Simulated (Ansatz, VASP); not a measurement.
PbS: VASP beside Ansatz

```xyz
2
Lattice="0.0000 2.9846 2.9846 2.9846 0.0000 2.9846 2.9846 2.9846 0.0000" Properties=species:S:1:pos:R:3 pbc="T T T"
Pb    0.0000    0.0000    0.0000
S     2.9846    2.9846    2.9846
```

Change from the starting cell: volume scaled by 1.02.

Alike in both runs: task single point; functional LDA; k mesh 8 × 8 × 8; occupations fermi-dirac, width 0.01 eV; no spin polarisation.

|  | VASP | Ansatz |
| --- | --- | --- |
| version | VASP 6.6.1 | Ansatz 0.2.0 |
| potentials or method | VASP PAW LDA potentials, release 64 (Pb_d, S), cutoff 520 eV | all-electron LAPW, scalar-relativistic |

Ansatz gave:

| Property | Result |
| --- | --- |
| pressure (GPa) | -3.6 |

Estimate VASP's values.

pressure (GPa): -3.5.

LDA's correlation is that of Perdew and Zunger in VASP and of Perdew and Wang (1992) in Ansatz. Ansatz ran all-electron here, and VASP with PAW potentials.

Spin-orbit coupling is off throughout.
